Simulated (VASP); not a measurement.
Runs of VASP 6.6.1 on Rb. The structure is that of space group I4/mmm (No. 139), or close to it. The cells are those of the table. 

```csv
cell,further INCAR settings,gap on the mesh (eV),pressure (GPa)
"a = 5.042 Å, angles 100.0, 100.0, 130.6°, 1 atom",ALGO = Fast; EDIFF = 1e-06; NBANDS = 10,none,0.3
"a = 4.862 Å, angles 108.4, 108.4, 111.7°, 1 atom",ALGO = Fast; EDIFF = 1e-07; NBANDS = 10,none,0.1
"a = 4.939 Å, angles 117.3, 117.3, 94.8°, 1 atom",ALGO = Fast; EDIFF = 1e-07; NBANDS = 10,none,0.1
"a = 4.980 Å, angles 101.5, 101.5, 126.9°, 1 atom",ALGO = Fast; EDIFF = 1e-06; NBANDS = 10,none,(a)
"a = 4.897 Å, angles 114.7, 114.7, 99.4°, 1 atom",ALGO = Fast; EDIFF = 1e-06; NBANDS = 10,none,0.1
```

Alike in all rows: task single point; level PBE; potentials or basis VASP PAW PBE potentials, release 64 (Rb_sv); no spin polarisation; k mesh 14 × 14 × 14; cutoff (eV) 520; smearing gaussian 0.15 eV.

Q: Fill in the values left out.

A: (a) 0.2.

A k mesh can miss the band edges, and the runs leave out spin-orbit coupling on Rb.

A gap of «none» marks levels without a gap at the run's occupations.
